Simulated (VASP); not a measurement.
Input of a VASP 6.6.1 run:

INCAR

```
SYSTEM = KNa2CaF6
  ALGO = Normal
  EDIFF = 1E-7
  ENCUT = 520
  GGA = PE
  ISIF = 2
  ISMEAR = -1
  LASPH = .TRUE.
  LCHARG = .FALSE.
  LREAL = .FALSE.
  LWAVE = .FALSE.
  NBANDS = 48
  NELM = 60
  PREC = Accurate
  SIGMA = 0.1
```

The input KPOINTS:

```
k-points
0
G
  7 7 7
  0 0 0
```

Contents of POSCAR:

```
KNa2CaF6
1.0
    0.0000000000      4.2194730000      4.2194730000
    4.2194730000      0.0000000000      4.2194730000
    4.2194730000      4.2194730000      0.0000000000
Ca K Na F
1 1 2 6
Direct
    0.0000000000      0.0000000000      0.0000000000
    0.5000000000      0.5000000000      0.5000000000
    0.2500000000      0.2500000000      0.2500000000
    0.7500000000      0.7500000000      0.7500000000
    0.7730000000      0.2270000000      0.2270000000
    0.2270000000      0.7730000000      0.2270000000
    0.2270000000      0.7730000000      0.7730000000
    0.7730000000      0.2270000000      0.7730000000
    0.2270000000      0.2270000000      0.7730000000
    0.7730000000      0.7730000000      0.2270000000
```

Potentials or basis: VASP PAW PBE potentials, release 64 (Ca_sv, K_sv, Na_pv, F).

Run with:

```bash
$ cat potpaw_PBE.64/Ca_sv/POTCAR potpaw_PBE.64/K_sv/POTCAR potpaw_PBE.64/Na_pv/POTCAR potpaw_PBE.64/F/POTCAR > POTCAR
$ mpirun -np 1 vasp_std > vasp.out
```

Q: Predict the largest force.

A: 3.702 eV/Å.

Q: What does it give for the pressure?

A: 21.4 GPa.

Forces in eV/Å, atoms in the order of the input:
```
Ca   0.000  0.000  0.000
K    0.000  0.000  0.000
Na   0.000  0.000  0.000
Na   0.000  0.000  0.000
F    3.702  0.000  0.000
F    0.000  3.702  0.000
F   -3.702  0.000  0.000
F    0.000 -3.702  0.000
F    0.000  0.000  3.702
F    0.000  0.000 -3.702
```

Caveat: the cell stands under pressure; an odd number of electrons without spin polarisation forces a metal; a magnetic or distorted state may lie lower.
